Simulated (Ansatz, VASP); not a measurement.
## TaN: VASP beside Ansatz

The input INCAR:

```
SYSTEM = TaN
  PREC = Accurate
  ENCUT = 520
  EDIFF = 1E-8
  ISMEAR = -1
  SIGMA = 0.02
  LREAL = .False.
  LASPH = .True.
  NELM = 100
  ALGO = Normal
  ISIF = 2
  LWAVE = .False.
  LCHARG = .False.
  GGA = PE
  LEFG = .True.
  NBANDS = 15
```

KPOINTS

```
Automatic mesh
0
Gamma
  9 9 9
  0 0 0
```

Contents of POSCAR:

```
TaN
1.0
    0.0653700000      2.2116850000      2.2116850000
    2.2116850000      0.0653700000      2.2116850000
    2.2116850000      2.2116850000      0.0653700000
Ta N
1 1
Direct
    0.5000000000      0.5000000000      0.5000000000
    0.0000000000      0.0000000000      0.0000000000
```

Input for Ansatz:

```yaml
crystal:
  lattice:
    - [0.06537, 2.211685, 2.211685]
    - [2.211685, 0.06537, 2.211685]
    - [2.211685, 2.211685, 0.06537]
  atoms:
    - { symbol: Ta, position: [0.5, 0.5, 0.5] }
    - { symbol: "N", position: [0.0, 0.0, 0.0] }
kpoints:
  mp_grid: { grid: [9, 9, 9] }
scf:
  occupations: { method: fermi_dirac, width: 0.02 }
hamiltonian:
  xc: pbe
  pseudopotentials: { kind: all_electron, datasets: crystal }
output:
  forces: true
  stress: true
  eigenvalues: true
  efg: { contact_densities: true }
```

Change from the starting cell: equal xy, yz and zx shear strains of +3 %, crystal datasets.

Alike in both runs: task electric field gradients; functional PBE; k mesh 9 × 9 × 9; occupations fermi-dirac, width 0.02 eV; no spin polarisation.

|  | VASP | Ansatz |
| --- | --- | --- |
| version | VASP 6.6.1 | Ansatz 0.2.0 |
| potentials or method | VASP PAW PBE potentials, release 64 (Ta_pv, N), cutoff 520 eV | all-electron PAW with datasets made for the crystal, scalar-relativistic |

|  | VASP | Ansatz | Ansatz less VASP |
| --- | --- | --- | --- |
| pressure (GPa) | 15.9 | 14.9 | -0.92 |
| traceless stress, the component that is largest in VASP (GPa) | -2.24 | -2.26 | -0.017 |
| size of Vzz on the site where it differs most (V/Å²) | 1.5 | 8.7 | +7.11 |

Ansatz ran all-electron here, and VASP with PAW potentials.

Spin-orbit coupling is off throughout.
